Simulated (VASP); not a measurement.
Input of a VASP 6.6.1 run:

The input INCAR:

```
SYSTEM = Cu
ALGO = Normal
EDIFF = 1E-6
ENCUT = 600
GGA = PE
GGA_COMPAT = .False.
ISIF = 2
ISMEAR = -1
LASPH = .True.
LCHARG = .False.
LREAL = .False.
LWAVE = .False.
NBANDS = 12
NELM = 120
PREC = Accurate
SIGMA = 0.1
```

KPOINTS

```
k-points
0
Gamma
  4 4 4
  0 0 0
```

The input POSCAR:

```
Cu
1.0
    0.0000000000      1.7579543034      1.7579543034
    1.7579543034      0.0000000000      1.7579543034
    1.7579543034      1.7579543034      0.0000000000
Cu
1
Direct
    0.0000000000      0.0000000000      0.0000000000
```

Potentials or basis: VASP PAW PBE potentials, release 64 (Cu).

Command:

```console
$ cat potpaw_PBE.64/Cu/POTCAR > POTCAR
$ mpirun -np 1 vasp_std > vasp.out
```

Problem. Predict the pressure.

Solution. 20.1 GPa.

Caveat: the k points lie up to 0.77 Å⁻¹ apart.
